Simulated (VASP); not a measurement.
HfO2:

```
Hf O
1.0
     0.00000    2.54881    2.54881
     2.54881    0.00000    2.54881
     2.54881    2.54881    0.00000
Hf O
1 2
Cartesian
  0.0000 0.0000 0.0000
  1.2744 1.2744 1.2744
  3.8232 3.8232 3.8232
```

- Program: VASP 6.6.1
- Task: relaxation of cell and atoms
- Functional: PBE
- Potentials or basis: VASP PAW PBE potentials, release 64 (Hf_pv, O)
- Cutoff: 600 eV
- k mesh: 9 × 9 × 9
- Occupations: fermi-dirac, width 0.02 eV
- Spin: no spin polarisation

At the start: pressure -3.9 GPa; volume 11.04 Å³/atom.

How do energy, volume and symmetry change on relaxing?

Over 3 steps the energy falls by 2.1 meV/atom and the volume is 10.87 Å³/atom (-1.6 %); space group Fm-3m (No. 225, to 0.05 Å).

The path:
| step | energy change (eV) | largest force (eV/Å) | pressure (GPa) | volume (Å³) |
| --- | --- | --- | --- | --- |
| 1 | 0.0000 | 0.0000 | -3.88 | 33.12 |
| 2 | 0.0073 | 0.0000 | 6.08 | 31.85 |
| 3 | -0.0064 | 0.0000 | -0.01 | 32.60 |

Final structure:
```cif
data_structure
_symmetry_space_group_name_H-M 'P 1'
_symmetry_Int_Tables_number 1
_cell_length_a 3.5855
_cell_length_b 3.5855
_cell_length_c 3.5855
_cell_angle_alpha 60.000
_cell_angle_beta 60.000
_cell_angle_gamma 60.000
_cell_volume 32.60
loop_
_atom_site_label
_atom_site_type_symbol
_atom_site_fract_x
_atom_site_fract_y
_atom_site_fract_z
_atom_site_occupancy
Hf1 Hf 0.00000 0.00000 0.00000 1
O1 O 0.25000 0.25000 0.25000 1
O2 O 0.75000 0.75000 0.75000 1
```
